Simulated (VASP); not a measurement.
Runs of VASP 6.6.1 on ZnSnP2. The structure is that of space group I-42d (No. 122), or close to it. The cells are those of the table. 

```tsv
spin	cell	k mesh	smearing	gap on the mesh (eV)	pressure (GPa)	largest force (eV/Å)
non-collinear, zero start, SOC	a = 6.931 Å, angles 131.9, 131.9, 70.4°, 8 atoms	6 × 6 × 6	fermi-dirac 0.02 eV	-	2.0	0.06
off	a = 6.996 Å, angles 131.9, 131.9, 70.4°, 8 atoms	6 × 6 × 6	fermi-dirac 0.02 eV	0.69	(a)	0.02
off	a = 6.931 Å, angles 131.9, 131.9, 70.4°, 8 atoms	6 × 6 × 6	fermi-dirac 0.02 eV	0.84	2.0	0.06
off	a = 6.931 Å, angles 131.9, 131.9, 70.4°, 8 atoms	4 × 4 × 4	gaussian 0.01 eV	0.84	2.0	0.06
```

Alike in all rows: task single point; level PBE; potentials or basis VASP PAW PBE potentials, release 64 (Zn, P, Sn_d); cutoff (eV) 500.

Task: Estimate the missing entries.

Result: (a) 0.0.

Caveats: spin-orbit coupling is left out, which moves the levels of the heavy elements (at least some runs).

A k mesh can miss the band edges, and rows without SOC leave out spin-orbit coupling on Sn.
